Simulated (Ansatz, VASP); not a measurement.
# One calculation of SrMg, two programs

INCAR

```
SYSTEM = SrMg
PREC = Accurate
ENCUT = 520
EDIFF = 1E-6
ISMEAR = 0
SIGMA = 0.15
LREAL = .FALSE.
LASPH = .TRUE.
NELM = 80
ALGO = Fast
ISIF = 2
LWAVE = .FALSE.
LCHARG = .FALSE.
GGA = CA
NBANDS = 13
```

KPOINTS

```
regular mesh
0
G
  12 12 12
  0 0 0
```

POSCAR

```
SrMg
1.0
    3.9000000000      0.0000000000      0.0000000000
    0.0000000000      3.9000000000      0.0000000000
    0.0000000000      0.0000000000      3.7830000000
Sr Mg
1 1
Direct
    0.5000000000      0.5000000000      0.5000000000
    0.0000000000      0.0000000000      0.0000000000
```

Input for Ansatz:

```yaml
crystal:
  lattice:
    - [3.9, 0.0, 0.0]
    - [0.0, 3.9, 0.0]
    - [0.0, 0.0, 3.783]
  atoms:
    - { symbol: Sr, position: [0.5, 0.5, 0.5] }
    - { symbol: Mg, position: [0.0, 0.0, 0.0] }
basis:
  ecutwfc: 420
kpoints:
  mp_grid: { grid: [12, 12, 12] }
hamiltonian:
  xc: lda
scf:
  occupations: { method: gaussian, width: 0.15 }
output:
  forces: true
  stress: true
  eigenvalues: true
```

Change from the starting cell: strain +0.000 along x and y, -0.030 along z, atoms carried along.

Alike in both runs: task single point; functional LDA; k mesh 12 × 12 × 12; occupations gaussian, width 0.15 eV; no spin polarisation.

|  | VASP | Ansatz |
| --- | --- | --- |
| version | VASP 6.6.1 | Ansatz 0.2.0 |
| potentials or method | VASP PAW LDA potentials, release 64 (Sr_sv, Mg), cutoff 520 eV | scalar-relativistic, plane waves, PAW |
| valence electrons in the cell | 12 | 20 |

VASP gave:

```
gap on the k mesh at the Fermi level (eV)                     : none
pressure (GPa)                                                : 4.4
traceless stress, the component that is largest in VASP (GPa) : 0.24
```

What did Ansatz give for the same quantities?

gap on the k mesh at the Fermi level (eV): none; pressure (GPa): 4.6; traceless stress, the component that is largest in VASP (GPa): 0.24.

LDA's correlation is that of Perdew and Zunger in VASP and of Perdew and Wang (1992) in Ansatz. A gap of «none» marks a metal or a gap that the smearing closes. VASP's potentials hold 12 valence electrons a cell and Ansatz's 20, so a difference there can come from the potentials and not from the codes.
